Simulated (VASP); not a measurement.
# AgCl (P6_3mc) in VASP: settings compared, part 2 of 3

VASP 6.6.1.

### 3 Single point, r2SCAN (volume changed by -6%)

POSCAR

```
AgCl
1.0
    4.4274753329      0.0000000000      0.0000000000
   -2.2137376664      3.8343061129      0.0000000000
    0.0000000000      0.0000000000      5.6056773362
Ag Cl
2 2
Direct
    0.3333333333      0.6666666667     -0.0622204403
    0.6666666667      0.3333333333      0.4377795597
    0.3333333333      0.6666666667      0.4372204403
    0.6666666667      0.3333333333      0.9372204403
```

INCAR.step1

```
PREC = Accurate ; ENCUT = 520
ISMEAR = 0 ; SIGMA = 0.01
LREAL = False ; LASPH = True
NELM = 60 ; NBANDS = 26
GGA = PE ; ALGO = Normal
EDIFF = 1E-4 ; LWAVE = True
LCHARG = False
```

INCAR.step2

```
PREC = Accurate ; ENCUT = 520
EDIFF = 1E-6 ; ISMEAR = 0
SIGMA = 0.01 ; LREAL = False
LASPH = True ; NELM = 60
ALGO = Normal ; ISIF = 2
LWAVE = False ; LCHARG = False
METAGGA = R2SCAN ; LMIXTAU = True
NBANDS = 26 ; ISTART = 1
```

KPOINTS

```
Automatic mesh
0
Gamma
  6 6 4
```

Potentials or basis: VASP PAW PBE potentials, release 64 (Ag, Cl).

Launch:

```
$ cat potpaw_PBE.64/Ag/POTCAR potpaw_PBE.64/Cl/POTCAR > POTCAR
$ cp INCAR.step1 INCAR
$ mpirun -np 1 vasp_std > vasp.out
$ cp INCAR.step2 INCAR
$ mpirun -np 1 vasp_std > vasp.out
```

Wall time 89 s (1 thread of Intel Xeon 6975P-C (Granite Rapids), shared host); peak memory 0.25 GiB.

It converged, with:

```yaml
Free_energy: -57.0891 eV
Pressure: 2.8 GPa
Largest_force: 0.004 eV/Å
Band_gap_on_the_k_mesh: 1.73 eV, indirect (least direct gap 1.74 eV)
```

Forces on the atoms (eV/Å):
```
Ag   0.000  0.000 -0.004
Ag   0.000  0.000 -0.004
Cl   0.000  0.000  0.004
Cl   0.000  0.000  0.004
```

Stress tensor (GPa, compression positive):
```
2.87 0.00 0.00
0.00 2.87 0.00
0.00 0.00 2.58
```

Levels at points of the mesh, in eV from the valence-band top:
```tsv
k point	band 16	band 17	band 18	band 19	band 20	band 21
(0.00, 0.00, 0.00)	-0.34	-0.01	-0.01	1.73	3.49	7.86
(0.50, 0.00, 0.00)	-1.53	-1.50	-1.14	4.67	4.82	6.51
(0.00, 0.00, 0.50)	-0.12	-0.12	-0.12	3.91	3.91	7.74
(0.50, 0.00, 0.50)	-1.25	-0.14	-0.14	5.23	5.23	6.92
```

Caveat: the PAW data sets were made with another functional, which shifts forces and pressure a little. A k mesh can miss the band edges.

### 4 Single point, r2SCAN (volume changed by -3%)

POSCAR

```
AgCl
1.0
    4.4740837615      0.0000000000      0.0000000000
   -2.2370418808      3.8746701961      0.0000000000
    0.0000000000      0.0000000000      5.6646888027
Ag Cl
2 2
Direct
    0.3333333333      0.6666666667     -0.0622204403
    0.6666666667      0.3333333333      0.4377795597
    0.3333333333      0.6666666667      0.4372204403
    0.6666666667      0.3333333333      0.9372204403
```

INCAR.step1

```
SYSTEM = AgCl
  ALGO = Normal
  EDIFF = 1E-4
  ENCUT = 520
  GGA = PE
  ISMEAR = 0
  LASPH = .TRUE.
  LCHARG = .FALSE.
  LREAL = .FALSE.
  LWAVE = .TRUE.
  NBANDS = 26
  NELM = 80
  PREC = Accurate
  SIGMA = 0.01
```

INCAR.step2

```
SYSTEM = AgCl
  ALGO = Normal
  EDIFF = 1E-6
  ENCUT = 520
  ISIF = 2
  ISMEAR = 0
  ISTART = 1
  LASPH = .TRUE.
  LCHARG = .TRUE.
  LELF = .TRUE.
  LMIXTAU = .TRUE.
  LREAL = .FALSE.
  LVHAR = .TRUE.
  LWAVE = .FALSE.
  METAGGA = R2SCAN
  NBANDS = 26
  NELM = 80
  PREC = Accurate
  SIGMA = 0.01
```

KPOINTS

```
k-points
0
G
  6 6 4
  0 0 0
```

Potentials or basis: VASP PAW PBE potentials, release 64 (Ag, Cl).

Launch:

```
$ cat potpaw_PBE.64/Ag/POTCAR potpaw_PBE.64/Cl/POTCAR > POTCAR
$ cp INCAR.step1 INCAR
$ mpirun -np 1 vasp_std > vasp.out
$ cp INCAR.step2 INCAR
$ mpirun -np 1 vasp_std > vasp.out
```

OUTCAR:

```text
SYSTEM = AgCl
   EDIFF = 1E-6
   ENCUT = 520
   ISIF = 2
   ISMEAR = 0
   ISTART = 1
   LASPH = .TRUE.
   LREAL = .FALSE.
   METAGGA = R2SCAN
   NELM = 80
   PREC = Accurate

 ion  position               nearest neighbor table
   1  0.333  0.667  0.938-   4 2.58   4 2.58   4 2.58   3 2.83   3 2.84
   2  0.667  0.333  0.438-   3 2.58   3 2.58   3 2.58   4 2.83   4 2.84
   3  0.333  0.667  0.437-   2 2.58   2 2.58   2 2.58   1 2.83   1 2.84
   4  0.667  0.333  0.937-   1 2.58   1 2.58   1 2.58   2 2.83   2 2.84

  LATTYP: Found a hexagonal cell.
 ALAT       =     4.4740837615
 C/A-ratio  =     1.2661114777

  Lattice vectors:

 A1 = (   4.4740837615,   0.0000000000,   0.0000000000)
 A2 = (  -2.2370418808,   3.8746701961,   0.0000000000)
 A3 = (   0.0000000000,   0.0000000000,   5.6646888027)

Analysis of symmetry for initial positions (statically):
=====================================================================
 Subroutine PRICEL returns:
 Original cell was already a primitive cell.

 Routine SETGRP: Setting up the symmetry group for a
 hexagonal supercell.

 Subroutine GETGRP returns: Found 12 space group operations
 (whereof  6 operations were pure point group operations)
 out of a pool of 24 trial point group operations.

The static configuration has the point symmetry C_3v.
 The point group associated with its full space group is C_6v.

Analysis of symmetry for dynamics (positions and initial velocities):
=====================================================================
 Subroutine PRICEL returns:
 Original cell was already a primitive cell.

 Routine SETGRP: Setting up the symmetry group for a
 hexagonal supercell.

 Subroutine GETGRP returns: Found 12 space group operations
 (whereof  6 operations were pure point group operations)
 out of a pool of 24 trial point group operations.

The dynamic configuration has the point symmetry C_3v.
 The point group associated with its full space group is C_6v.

 Subroutine INISYM returns: Found 12 space group operations
 (whereof  6 operations are pure point group operations),
 and found     1 'primitive' translations

----------------------------------------------------------------------------------------

                                     Primitive cell

  volume of cell :      98.2008

  direct lattice vectors                    reciprocal lattice vectors
     4.474083762  0.000000000  0.000000000     0.223509450  0.129043241  0.000000000
    -2.237041881  3.874670196  0.000000000     0.000000000  0.258086482  0.000000000
     0.000000000  0.000000000  5.664688803     0.000000000  0.000000000  0.176532204

  length of vectors
     4.474083762  4.474083762  5.664688803     0.258086482  0.258086482  0.176532204

  position of ions in fractional coordinates (direct lattice)
     0.333333333  0.666666667  0.937779560
     0.666666667  0.333333333  0.437779560
     0.333333333  0.666666667  0.437220440
     0.666666667  0.333333333  0.937220440

  ion indices of the primitive-cell ions
   primitive index   ion index
                 1           1
                 2           2
                 3           3
                 4           4

----------------------------------------------------------------------------------------

 KPOINTS: k-points

Automatic generation of k-mesh.
 Grid dimensions read from file:
 generate k-points for:    6    6    4

 Generating k-lattice:

  Cartesian coordinates                     Fractional coordinates (reciprocal lattice)
     0.037251575  0.021507207  0.000000000     0.166666667  0.000000000  0.000000000
     0.000000000  0.043014414  0.000000000     0.000000000  0.166666667  0.000000000
     0.000000000  0.000000000  0.044133051     0.000000000  0.000000000  0.250000000

  Length of vectors
     0.043014414  0.043014414  0.044133051

  Shift w.r.t. Gamma in fractional coordinates (k-lattice)
     0.000000000  0.000000000  0.000000000

 Subroutine IBZKPT returns following result:
 ===========================================

 Found     21 irreducible k-points:

 Following reciprocal coordinates:
            Coordinates               Weight
  0.000000  0.000000  0.000000      1.000000
  0.166667  0.000000  0.000000      6.000000
  0.333333  0.000000  0.000000      6.000000
  0.500000  0.000000  0.000000      3.000000
  0.166667  0.166667  0.000000      6.000000
  0.333333  0.166667  0.000000     12.000000
[... 13 lines left out ...]
  0.333333  0.166667  0.500000     12.000000
  0.333333  0.333333  0.500000      2.000000
   k-points           NKPTS =     21   k-points in BZ     NKDIM =     21   number of bands    NBANDS=     26
   number of dos      NEDOS =    301   number of ions     NIONS =      4
   total plane-waves  NPLWV =  54432
   dimension x,y,z NGX =    36 NGY =   36 NGZ =   42
   dimension x,y,z NGXF=    72 NGYF=   72 NGZF=   84
   ions per type =               2   2
   NGX,Y,Z   is equivalent  to a cutoff of  13.38, 13.38, 12.33 a.u.
   NGXF,Y,Z  is equivalent  to a cutoff of  26.75, 26.75, 24.65 a.u.
 SYSTEM =  AgCl
   PREC   = accura    normal or accurate (medium, high low for compatibility)
   ISTART =      1    job   : 0-new  1-cont  2-samecut
   ICHARG =      0    charge: 1-file 2-atom 10-const
   ISPIN  =      1    spin polarized calculation?
   LNONCOLLINEAR =      F non collinear calculations
   LSORBIT =      F    spin-orbit coupling
   LASPH  =      T    aspherical Exc in radial PAW
   ENCUT  =  520.0 eV  38.22 Ry    6.18 a.u.   8.32  8.32 10.53*2*pi/ulx,y,z
   NELM   =     80;   NELMIN=  2; NELMDL=  0     # of ELM steps
   EDIFF  = 0.1E-05   stopping-criterion for ELM
   LREAL  =      F    real-space projection
   EDIFFG = 0.1E-04   stopping-criterion for IOM
   NSW    =      0    number of steps for IOM
   IBRION =     -1    ionic relax: 0-MD 1-quasi-New 2-CG
   NFREE  =      0    steps in history (QN), initial steepest desc. (CG)
   ISIF   =      2    stress and relaxation
   ISYM   =      2    0-nonsym 1-usesym 2-fastsym
   POTIM  = 0.5000    time-step for ionic-motion
   TEBEG  =    0.0;   TEEND  =   0.0 temperature during run
   PSTRESS=    0.0 pullay stress
   NELECT =      36.0000    total number of electrons
   NUPDOWN=      -1.0000    fix difference up-down
   EMIN   =  10.00;   EMAX   =-10.00  energy-range for DOS
   EFERMI =   0.00;   METHOD = LEGACY
   ISMEAR =     0;   SIGMA  =   0.01  broadening in eV -4-tet -1-fermi 0-gaus
   EFERMI_NEDOS =   21; number of points for ismear=-14 and -15
   IALGO  =     38    algorithm
   IMIX   =      4    mixing-type and parameters
     AMIX     =   0.40;   BMIX     =  1.00
     AMIX_MAG =   1.60;   BMIX_MAG =  1.00
  volume/ion in A,a.u.               =      24.55       165.67
  Fermi-wavevector in a.u.,A,eV,Ry     =   1.171667  2.214129 18.678112  1.372802
  Thomas-Fermi vector in A             =   2.308107
   LORBIT       =      0    0 simple, 1 ext, 2 COOP (PROOUT), +10 PAW based schemes
   METAGGA = R2SCAN    functional components
   LHFCALC =     F    Hartree Fock is set to
   AEXX    =    0.0000 exact exchange contribution
   IVDW    =     0    specifies the selected vdW correction
   LEPSILON=     F    determine dielectric tensor
   LRPA    =     F    only Hartree local field effects (RPA)
 non-spin polarized calculation
 Gauss-broadening in eV      SIGMA  =   0.01
  energy-cutoff  :      520.00
  volume of cell :       98.20
 maximum number of plane-waves:      2667
 NGX is ok and might be reduce to    36
   NGX = 17   NGY = 17   NGZ = 21

 number of electron      35.9999994 magnetization

 Free energy of the ion-electron system (eV)
  ---------------------------------------------------
  ext. energy  EPLUGINS =         0.00000000
  ---------------------------------------------------
  free energy    TOTEN  =       -57.12776137 eV

  energy without entropy =      -57.12776137  energy(sigma->0) =      -57.12776137

 E-fermi :   2.2172     XC(G=0):  -9.5600

 val. band max:        2.1525843383   @ k =   0.3333   0.3333   0.5000
 cond. band min:       3.9020536382   @ k =   0.0000   0.0000   0.0000
 fundamental gap:      1.7494692999
 Fermi energy:         2.2171630659

 k-point     1 :       0.0000    0.0000    0.0000
  band No.  band energies     occupation
      1     -13.4907      2.00000
      2     -13.0854      2.00000
      3      -2.3000      2.00000
      4      -2.3000      2.00000
      5      -2.0703      2.00000
      6      -2.0703      2.00000
[... 598 lines left out ...]
     25      12.1861      0.00000
     26      12.1861      0.00000

------------------------ aborting loop because EDIFF is reached ----------------------------------------

  FORCE on cell =-STRESS in cart. coord.  units (eV):
  Direction    XX          YY          ZZ          XY          YZ          ZX
  --------------------------------------------------------------------------------------
  -------------------------------------------------------------------------------------
  Total        0.7707024      0.7707024      0.6866412     -0.0000000     -0.0000000      0.0000000
  in kB       12.5742581     12.5742581     11.2027733     -0.0000000     -0.0000000      0.0000000
  external PRESSURE =      12.1170965 kB  Pullay stress =       0.0000000 kB

 VOLUME and BASIS-vectors are now :
 -----------------------------------------------------------------------------
  energy-cutoff  :      520.00
  volume of cell :       98.20
      direct lattice vectors                 reciprocal lattice vectors
     4.474083762  0.000000000  0.000000000     0.223509450  0.129043241  0.000000000
    -2.237041881  3.874670196  0.000000000     0.000000000  0.258086482  0.000000000
     0.000000000  0.000000000  5.664688803     0.000000000  0.000000000  0.176532204

 POSITION                                       TOTAL-FORCE (eV/Angst)
 -----------------------------------------------------------------------------------
     -0.00000      2.58311      5.31223         0.000000      0.000000     -0.002951
      2.23704      1.29156      2.47988        -0.000000      0.000000     -0.002951
     -0.00000      2.58311      2.47672         0.000000     -0.000000      0.002951
      2.23704      1.29156      5.30906        -0.000000      0.000000      0.002951
 -----------------------------------------------------------------------------------
    total drift:                               -0.000000      0.000000      0.001258

  FREE ENERGIE OF THE ION-ELECTRON SYSTEM (eV)
  ---------------------------------------------------
  free  energy   TOTEN  =       -57.1277613700 eV

  energy  without entropy=      -57.1277613700  energy(sigma->0) =      -57.12776137
```

Wall time 98 s (1 thread of Intel Xeon 6975P-C (Granite Rapids), shared host); peak memory 0.25 GiB.

Results:

```yaml
Free_energy: -57.1278 eV
Pressure: 1.2 GPa
Band_gap_on_the_k_mesh: 1.75 eV, indirect (least direct gap 1.76 eV)
```

Forces on the atoms (eV/Å):
```
Ag   0.000  0.000 -0.003
Ag   0.000  0.000 -0.003
Cl   0.000  0.000  0.003
Cl   0.000  0.000  0.003
```

Stress tensor (GPa, compression positive):
```
1.26 0.00 0.00
0.00 1.26 0.00
0.00 0.00 1.12
```

Caveat: the PAW data sets were made with another functional, which shifts forces and pressure a little.

(Continued in part 3 of 3.)
